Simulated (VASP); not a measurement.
# Si (Fd-3m) in VASP: notebook

The runs below take Si through single point, with PBEsol.

Everything below comes from runs of VASP 6.6.1. Logs are shortened: lines on timing, memory, paths and dates and some standing lists are left out, and cuts for length are marked.

### Step 1. The cell of the first run

Symmetry: Fd-3m, No. 227, cubic system. Conventional cell: a = 5.431 Å, b = 5.431 Å, c = 5.431 Å, α = 90.00°, β = 90.00°, γ = 90.00°. Si (site symmetry -43m) has 4 Si at 2.35 Å within 3.1 Å.

### Step 2. Single point, PBEsol

File INCAR:

```
SYSTEM = Si
PREC = Accurate
ENCUT = 500
EDIFF = 1E-6
ISMEAR = 0
SIGMA = 0.1
LREAL = .False.
LASPH = .True.
NELM = 120
ALGO = Normal
ISIF = 2
LWAVE = .False.
LCHARG = .False.
GGA = PS
NBANDS = 11
GGA_COMPAT = .False.
```

File KPOINTS:

```
regular mesh
0
Gamma
  6 6 6
  0 0 0
```

File POSCAR:

```
Si
1.0
    0.0000000000      2.7155000000      2.7155000000
    2.7155000000      0.0000000000      2.7155000000
    2.7155000000      2.7155000000      0.0000000000
Si
2
Direct
    0.0000000000      0.0000000000      0.0000000000
    0.2500000000      0.2500000000      0.2500000000
```

Potentials or basis: VASP PAW PBE potentials, release 64 (Si).

Command:

```console
$ cat potpaw_PBE.64/Si/POTCAR > POTCAR
$ mpirun -np 1 vasp_std > vasp.out
```

OUTCAR:

```text
SYSTEM = Si
   PREC = Accurate
   ENCUT = 500
   EDIFF = 1E-6
   ISMEAR = 0
   LREAL = .False.
   LASPH = .True.
   NELM = 120
   ISIF = 2
   GGA = PS

 ion  position               nearest neighbor table
   1  0.000  0.000  0.000-   2 2.35   2 2.35   2 2.35   2 2.35
   2  0.250  0.250  0.250-   1 2.35   1 2.35   1 2.35   1 2.35

  LATTYP: Found a face centered cubic cell.
 ALAT       =     5.4310000000

  Lattice vectors:

 A1 = (   0.0000000000,   2.7155000000,   2.7155000000)
 A2 = (   2.7155000000,   0.0000000000,   2.7155000000)
 A3 = (   2.7155000000,   2.7155000000,   0.0000000000)

Analysis of symmetry for initial positions (statically):
=====================================================================
 Subroutine PRICEL returns:
 Original cell was already a primitive cell.

 Routine SETGRP: Setting up the symmetry group for a
 face centered cubic supercell.

 Subroutine GETGRP returns: Found 48 space group operations
 (whereof 24 operations were pure point group operations)
 out of a pool of 48 trial point group operations.

The static configuration has the point symmetry T_d .
 The point group associated with its full space group is O_h .

Analysis of symmetry for dynamics (positions and initial velocities):
=====================================================================
 Subroutine PRICEL returns:
 Original cell was already a primitive cell.

 Routine SETGRP: Setting up the symmetry group for a
 face centered cubic supercell.

 Subroutine GETGRP returns: Found 48 space group operations
 (whereof 24 operations were pure point group operations)
 out of a pool of 48 trial point group operations.

The dynamic configuration has the point symmetry T_d .
 The point group associated with its full space group is O_h .

 Subroutine INISYM returns: Found 48 space group operations
 (whereof 24 operations are pure point group operations),
 and found     1 'primitive' translations

----------------------------------------------------------------------------------------

                                     Primitive cell

  volume of cell :      40.0479

  direct lattice vectors                    reciprocal lattice vectors
     0.000000000  2.715500000  2.715500000    -0.184128153  0.184128153  0.184128153
     2.715500000  0.000000000  2.715500000     0.184128153 -0.184128153  0.184128153
     2.715500000  2.715500000  0.000000000     0.184128153  0.184128153 -0.184128153

  length of vectors
     3.840296929  3.840296929  3.840296929     0.318919316  0.318919316  0.318919316

  position of ions in fractional coordinates (direct lattice)
     0.000000000  0.000000000  0.000000000
     0.250000000  0.250000000  0.250000000
[... 78 lines left out ...]
   PSTRESS=    0.0 pullay stress
   NELECT =       8.0000    total number of electrons
   NUPDOWN=      -1.0000    fix difference up-down
   EMIN   =  10.00;   EMAX   =-10.00  energy-range for DOS
   EFERMI =   0.00;   METHOD = LEGACY
   ISMEAR =     0;   SIGMA  =   0.10  broadening in eV -4-tet -1-fermi 0-gaus
   EFERMI_NEDOS =   21; number of points for ismear=-14 and -15
   IALGO  =     38    algorithm
   IMIX   =      4    mixing-type and parameters
     AMIX     =   0.40;   BMIX     =  1.00
     AMIX_MAG =   1.60;   BMIX_MAG =  1.00
  volume/ion in A,a.u.               =      20.02       135.13
  Fermi-wavevector in a.u.,A,eV,Ry     =   0.956999  1.808467 12.460868  0.915848
  Thomas-Fermi vector in A             =   2.085978
   LORBIT       =      0    0 simple, 1 ext, 2 COOP (PROOUT), +10 PAW based schemes
   GGA     = PS    functional components
   LHFCALC =     F    Hartree Fock is set to
   AEXX    =    0.0000 exact exchange contribution
   IVDW    =     0    specifies the selected vdW correction
   LEPSILON=     F    determine dielectric tensor
   LRPA    =     F    only Hartree local field effects (RPA)
 non-spin polarized calculation
 Gauss-broadening in eV      SIGMA  =   0.10
  energy-cutoff  :      500.00
  volume of cell :       40.05
 maximum number of plane-waves:      1034
   NGX = 13   NGY = 13   NGZ = 13

 number of electron       8.0000001 magnetization

 Free energy of the ion-electron system (eV)
  ---------------------------------------------------
  ext. energy  EPLUGINS =         0.00000000
  ---------------------------------------------------
  free energy    TOTEN  =       -11.46751474 eV

  energy without entropy =      -11.46751428  energy(sigma->0) =      -11.46751451

 E-fermi :   6.0827     XC(G=0):  -9.5491

 val. band max:        5.7970004274   @ k =   0.0000   0.0000   0.0000
 cond. band min:       6.3816420316   @ k =   0.5000   0.5000   0.0000
 fundamental gap:      0.5846416042
 Fermi energy:         6.0826779972

 k-point     1 :       0.0000    0.0000    0.0000
  band No.  band energies     occupation
      1      -6.1944      2.00000
      2       5.7970      1.99995
      3       5.7970      1.99995
      4       5.7970      1.99995
      5       8.3103      0.00000
      6       8.3103      0.00000
      7       8.3103      0.00000
      8       9.1192      0.00000
      9      13.4809      0.00000
     10      13.4809      0.00000
     11      13.5030      0.00000
[... 197 lines left out ...]
 k-point    16 :      -0.3333    0.5000    0.1667
  band No.  band energies     occupation
      1      -1.9089      2.00000
      2      -1.9089      2.00000
      3       2.0998      2.00000
      4       2.0998      2.00000
      5       8.4492      0.00000
      6       8.4492      0.00000
      7      12.4942      0.00000
      8      12.4942      0.00000
      9      16.3238      0.00000
     10      16.3238      0.00000
     11      18.6961      0.00000

------------------------ aborting loop because EDIFF is reached ----------------------------------------

  FORCE on cell =-STRESS in cart. coord.  units (eV):
  Direction    XX          YY          ZZ          XY          YZ          ZX
  --------------------------------------------------------------------------------------
  -------------------------------------------------------------------------------------
  Total        0.0811253      0.0811253      0.0811253      0.0000000      0.0000000      0.0000000
  in kB        3.2455423      3.2455423      3.2455423      0.0000000      0.0000000      0.0000000
  external PRESSURE =       3.2455423 kB  Pullay stress =       0.0000000 kB

 VOLUME and BASIS-vectors are now :
 -----------------------------------------------------------------------------
  energy-cutoff  :      500.00
  volume of cell :       40.05
      direct lattice vectors                 reciprocal lattice vectors
     0.000000000  2.715500000  2.715500000    -0.184128153  0.184128153  0.184128153
     2.715500000  0.000000000  2.715500000     0.184128153 -0.184128153  0.184128153
     2.715500000  2.715500000  0.000000000     0.184128153  0.184128153 -0.184128153

 POSITION                                       TOTAL-FORCE (eV/Angst)
 -----------------------------------------------------------------------------------
      0.00000      0.00000      0.00000         0.000000      0.000000      0.000000
      1.35775      1.35775      1.35775        -0.000000     -0.000000     -0.000000
 -----------------------------------------------------------------------------------
    total drift:                                0.000000      0.000000     -0.000000

  FREE ENERGIE OF THE ION-ELECTRON SYSTEM (eV)
  ---------------------------------------------------
  free  energy   TOTEN  =       -11.4675147375 eV

  energy  without entropy=      -11.4675142780  energy(sigma->0) =      -11.46751451
```

stdout:

```text
POSCAR found type information on POSCAR Si
 POSCAR found :  1 types and       2 ions
 scaLAPACK will be used
 -----------------------------------------------------------------------------
|                                                                             |
|                                                                             |
|     You enforced a specific xc type in the INCAR file but a different       |
|     I HOPE YOU KNOW WHAT YOU ARE DOING!                                     |
|                                                                             |
 -----------------------------------------------------------------------------

 LDA part: xc-table for (Slater+PW92), standard interpolation
 POSCAR, INCAR and KPOINTS ok, starting setup
 FFT: planning ... GRIDC
 FFT: planning ... GRID_SOFT
 FFT: planning ... GRID
 WAVECAR not read
 entering main loop
```

It took 3.1 s on 1 thread of Intel Xeon 6975P-C (Granite Rapids), shared host; peak memory 0.14 GiB.

What came out:

| Quantity | Value |
| --- | --- |
| Free energy | -11.4675 eV |
| Pressure | 0.3 GPa |
| Band gap on the k mesh | 0.58 eV, indirect (least direct gap 2.51 eV) |

Caveat: the PAW data sets were made with another functional, which shifts forces and pressure a little.

### Step 3. Single point, PBEsol

File INCAR:

```
SYSTEM = Si
ALGO = Normal
EDIFF = 1E-6
ENCUT = 500
GGA = PS
GGA_COMPAT = .False.
ISIF = 2
ISMEAR = 0
LASPH = .True.
LCHARG = .True.
LELF = .True.
LREAL = .False.
LVHAR = .True.
LWAVE = .False.
NBANDS = 11
NELM = 120
PREC = Accurate
SIGMA = 0.02
```

File KPOINTS:

```
k-points
0
Gamma
  10 10 10
  0 0 0
```

File POSCAR:

```
Si
1.0
    0.0000000000      2.7167315409      2.7167315409
    2.7167315409      0.0000000000      2.7167315409
    2.7167315409      2.7167315409      0.0000000000
Si
2
Direct
    0.0000000000      0.0000000000      0.0000000000
    0.2500000000      0.2500000000      0.2500000000
```

Potentials or basis: VASP PAW PBE potentials, release 64 (Si).

Command:

```console
$ cat potpaw_PBE.64/Si/POTCAR > POTCAR
$ mpirun -np 1 vasp_std > vasp.out
```

OUTCAR:

```text
SYSTEM = Si
   EDIFF = 1E-6
   ENCUT = 500
   GGA = PS
   ISIF = 2
   ISMEAR = 0
   LASPH = .True.
   LREAL = .False.
   NELM = 120
   PREC = Accurate

 ion  position               nearest neighbor table
   1  0.000  0.000  0.000-   2 2.35   2 2.35   2 2.35   2 2.35
   2  0.250  0.250  0.250-   1 2.35   1 2.35   1 2.35   1 2.35

  LATTYP: Found a face centered cubic cell.
 ALAT       =     5.4334630818

  Lattice vectors:

 A1 = (   0.0000000000,   2.7167315409,   2.7167315409)
 A2 = (   2.7167315409,   0.0000000000,   2.7167315409)
 A3 = (   2.7167315409,   2.7167315409,   0.0000000000)

Analysis of symmetry for initial positions (statically):
=====================================================================
 Subroutine PRICEL returns:
 Original cell was already a primitive cell.

 Routine SETGRP: Setting up the symmetry group for a
 face centered cubic supercell.

 Subroutine GETGRP returns: Found 48 space group operations
 (whereof 24 operations were pure point group operations)
 out of a pool of 48 trial point group operations.

The static configuration has the point symmetry T_d .
 The point group associated with its full space group is O_h .

Analysis of symmetry for dynamics (positions and initial velocities):
=====================================================================
 Subroutine PRICEL returns:
 Original cell was already a primitive cell.

 Routine SETGRP: Setting up the symmetry group for a
 face centered cubic supercell.

 Subroutine GETGRP returns: Found 48 space group operations
 (whereof 24 operations were pure point group operations)
 out of a pool of 48 trial point group operations.

The dynamic configuration has the point symmetry T_d .
 The point group associated with its full space group is O_h .

 Subroutine INISYM returns: Found 48 space group operations
 (whereof 24 operations are pure point group operations),
 and found     1 'primitive' translations

----------------------------------------------------------------------------------------

                                     Primitive cell
[... 114 lines left out ...]
  Thomas-Fermi vector in A             =   2.085505
   LORBIT       =      0    0 simple, 1 ext, 2 COOP (PROOUT), +10 PAW based schemes
   GGA     = PS    functional components
   LHFCALC =     F    Hartree Fock is set to
   AEXX    =    0.0000 exact exchange contribution
   IVDW    =     0    specifies the selected vdW correction
   LEPSILON=     F    determine dielectric tensor
   LRPA    =     F    only Hartree local field effects (RPA)
 non-spin polarized calculation
 Gauss-broadening in eV      SIGMA  =   0.02
  energy-cutoff  :      500.00
  volume of cell :       40.10
 maximum number of plane-waves:      1034
   NGX = 13   NGY = 13   NGZ = 13

 number of electron       8.0000001 magnetization

 Free energy of the ion-electron system (eV)
  ---------------------------------------------------
  ext. energy  EPLUGINS =         0.00000000
  ---------------------------------------------------
  free energy    TOTEN  =       -11.49263385 eV

  energy without entropy =      -11.49263385  energy(sigma->0) =      -11.49263385

 E-fermi :   5.9416     XC(G=0):  -9.5478

 val. band max:        5.7746413485   @ k =   0.0000   0.0000   0.0000
 cond. band min:       6.2437907957   @ k =   0.4000   0.4000   0.0000
 fundamental gap:      0.4691494472
 Fermi energy:         5.9416440404

 k-point     1 :       0.0000    0.0000    0.0000
  band No.  band energies     occupation
      1      -6.2052      2.00000
      2       5.7746      2.00000
      3       5.7746      2.00000
      4       5.7746      2.00000
      5       8.2913      0.00000
      6       8.2913      0.00000
      7       8.2913      0.00000
      8       9.0814      0.00000
      9      13.4622      0.00000
     10      13.4622      0.00000
     11      13.4788      0.00000
[... 309 lines left out ...]
 k-point    24 :       0.4000    0.3000    0.0000
  band No.  band energies     occupation
      1      -4.0370      2.00000
      2       0.3499      2.00000
      3       2.8884      2.00000
      4       3.3233      2.00000
      5       6.7223      0.00000
      6       7.9097      0.00000
      7      12.6791      0.00000
      8      12.7986      0.00000
      9      16.2103      0.00000
     10      16.4779      0.00000
     11      17.8088      0.00000

 [... further k-points ...]
[... 5 lines left out ...]
  --------------------------------------------------------------------------------------
  -------------------------------------------------------------------------------------
  Total        0.0297666      0.0297666      0.0297666     -0.0000000      0.0000000     -0.0000000
  in kB        1.1892397      1.1892397      1.1892397     -0.0000000      0.0000000     -0.0000000
  external PRESSURE =       1.1892397 kB  Pullay stress =       0.0000000 kB

 VOLUME and BASIS-vectors are now :
 -----------------------------------------------------------------------------
  energy-cutoff  :      500.00
  volume of cell :       40.10
      direct lattice vectors                 reciprocal lattice vectors
     0.000000000  2.716731541  2.716731541    -0.184044685  0.184044685  0.184044685
     2.716731541  0.000000000  2.716731541     0.184044685 -0.184044685  0.184044685
     2.716731541  2.716731541  0.000000000     0.184044685  0.184044685 -0.184044685

 POSITION                                       TOTAL-FORCE (eV/Angst)
 -----------------------------------------------------------------------------------
      0.00000      0.00000      0.00000         0.000000      0.000000      0.000000
      1.35837      1.35837      1.35837        -0.000000     -0.000000     -0.000000
 -----------------------------------------------------------------------------------
    total drift:                                0.000000      0.000000     -0.000000

  FREE ENERGIE OF THE ION-ELECTRON SYSTEM (eV)
  ---------------------------------------------------
  free  energy   TOTEN  =       -11.4926338468 eV

  energy  without entropy=      -11.4926338468  energy(sigma->0) =      -11.49263385
```

OSZICAR:

```text
N       E                     dE             d eps       ncg     rms          rms(c)
DAV:   1     0.536469660845E+01    0.53647E+01   -0.31315E+03  1034   0.551E+02
DAV:   2    -0.112005285742E+02   -0.16565E+02   -0.15800E+02  1398   0.839E+01
DAV:   3    -0.117113738176E+02   -0.51085E+00   -0.50861E+00  1336   0.121E+01
DAV:   4    -0.117150662928E+02   -0.36925E-02   -0.36921E-02  1236   0.129E+00
DAV:   5    -0.117151003848E+02   -0.34092E-04   -0.34092E-04  1354   0.117E-01    0.496E+00
DAV:   6    -0.115617882300E+02    0.15331E+00   -0.82662E-02  1169   0.115E+00    0.297E+00
DAV:   7    -0.114919744088E+02    0.69814E-01   -0.14745E-01  1175   0.162E+00    0.181E-01
DAV:   8    -0.114925585109E+02   -0.58410E-03   -0.58760E-03  1184   0.426E-01    0.812E-02
DAV:   9    -0.114926231163E+02   -0.64605E-04   -0.95457E-05  1311   0.640E-02    0.565E-02
DAV:  10    -0.114926340643E+02   -0.10948E-04   -0.10513E-05  1209   0.178E-02    0.660E-03
DAV:  11    -0.114926338468E+02    0.21752E-06   -0.70619E-07  1202   0.415E-03
   1 F= -.11492634E+02 E0= -.11492634E+02  d E =-.177214E-34
```

stdout:

```text
POSCAR found type information on POSCAR Si
 POSCAR found :  1 types and       2 ions
 scaLAPACK will be used
 -----------------------------------------------------------------------------
|                                                                             |
|                                                                             |
|     You enforced a specific xc type in the INCAR file but a different       |
|     I HOPE YOU KNOW WHAT YOU ARE DOING!                                     |
|                                                                             |
 -----------------------------------------------------------------------------

 LDA part: xc-table for (Slater+PW92), standard interpolation
 POSCAR, INCAR and KPOINTS ok, starting setup
 FFT: planning ... GRIDC
 FFT: planning ... GRID_SOFT
 FFT: planning ... GRID
 WAVECAR not read
 entering main loop
```

Run time: 6.7 s. Hardware: 1 thread of Intel Xeon 6975P-C (Granite Rapids), shared host; peak memory 0.15 GiB.

What came out:

* Free energy: -11.4926 eV
* Pressure: 0.1 GPa
* Band gap on the k mesh: 0.47 eV, indirect (least direct gap 2.52 eV)

Levels at points of the mesh, in eV from the valence-band top:
| k point | band 1 | band 2 | band 3 | band 4 | band 5 | band 6 | band 7 | band 8 | band 9 |
| --- | --- | --- | --- | --- | --- | --- | --- | --- | --- |
| (0.00, 0.00, 0.00) | -11.98 | 0.00 | 0.00 | 0.00 | 2.52 | 2.52 | 2.52 | 3.31 | 7.69 |
| (0.50, 0.00, 0.00) | -9.63 | -7.01 | -1.20 | -1.20 | 1.46 | 3.27 | 3.27 | 7.51 | 10.51 |
| (0.50, 0.50, 0.00) | -7.82 | -7.82 | -2.87 | -2.87 | 0.59 | 0.59 | 10.05 | 10.05 | 10.93 |

Caveat: the PAW data sets were made with another functional, which shifts forces and pressure a little. As with any semilocal functional, this PBEsol gap is likely too small.
